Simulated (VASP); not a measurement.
Set up this calculation in VASP 6.6.1, as the native input.

| Property | Result |
| --- | --- |
| Task | single point |
| Functional | PBEsol |
| Potentials or basis | VASP PAW PBE potentials, release 64 (Li_sv) |
| Cutoff | 750 eV |
| k mesh | 13 × 13 × 13 |
| Occupations | fermi-dirac, width 0.08 eV |
| Spin | no spin polarisation |
| Dipole correction | no |
| Further INCAR settings | ALGO = Normal; EDIFF = 1e-06; NBANDS = 8 |

The structure of Li lies in POSCAR:

```
Li
1.0
    0.0000000000      2.2451874350      2.2451874350
    2.2451874350      0.0000000000      2.2451874350
    2.2451874350      2.2451874350      0.0000000000
Li
1
Direct
    0.0000000000      0.0000000000      0.0000000000
```

This cell differs from its parent crystal: volume scaled by 1.06.

These files were run (other wordings do the same):

INCAR

```
SYSTEM = Li
ALGO = Normal
EDIFF = 1E-6
ENCUT = 750
GGA = PS
GGA_COMPAT = .False.
ISIF = 2
ISMEAR = -1
LASPH = .True.
LCHARG = .True.
LELF = .True.
LREAL = .False.
LVHAR = .True.
LWAVE = .False.
NBANDS = 8
NELM = 120
PREC = Accurate
SIGMA = 0.08
```

KPOINTS

```
k-points
0
Gamma
  13 13 13
  0 0 0
```

Potentials or basis: VASP PAW PBE potentials, release 64 (Li_sv).

Launch:

```console
$ cat potpaw_PBE.64/Li_sv/POTCAR > POTCAR
$ mpirun -np 1 vasp_std > vasp.out
```

Results of the run:

The pressure is -1.4 GPa.

Caveat: the PAW data sets were made with another functional, which shifts forces and pressure a little.

Run time: 10 s on 1 thread of Intel(R) Xeon(R) Platinum 8559C (Emerald Rapids), on a shared host, peak memory 0.15 GiB.
